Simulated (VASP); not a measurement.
SiNi:

```
Ni Si
1.0
     5.17310    0.00000    0.00000
     0.00000    3.33810    0.00000
     0.00000    0.00000    5.60490
Ni Si
4 4
Cartesian
  0.0403 0.8345 1.0510
  2.5463 2.5036 3.8535
  2.6268 0.8345 1.7514
  5.1328 2.5036 4.5539
  1.6620 2.5036 0.4624
  0.9245 0.8345 3.2649
  4.2486 2.5036 2.3400
  3.5111 0.8345 5.1425
```

Base run:

* Program: VASP 6.6.1
* Functional: PBE
* Potentials or basis: VASP PAW PBE potentials, release 64 (Ni, Si)
* Cutoff: 520 eV
* k mesh: 5 × 7 × 4
* Occupations: fermi-dirac, width 0.1 eV
* Spin: collinear spin, ferromagnetic start
* Starting moments: [0.6, 0.6, 0.6, 0.6, 0.0, 0.0, 0.0, 0.0] μB
* Fixed moment: 2.4 μB

Its results: pressure 4.4 GPa; site moments Ni +0.41; Si +0.09 μB; largest force 0.196 eV/Å.

The run is repeated on the same cell with these changes: fixed moment from 2.4 μB to 1.2 μB; moments at the start from [0.6, 0.6, 0.6, 0.6, 0.0, 0.0, 0.0, 0.0] to [0.3, 0.3, 0.3, 0.3, 0.0, 0.0, 0.0, 0.0]. What comes out?

Pressure 2.6 GPa; site moments Ni +0.21; Si +0.04 μB; largest force 0.083 eV/Å.

Caveats: the total moment is fixed, so each spin has its own Fermi level and the state may be an excited one; the cell stands under pressure (at least some runs).
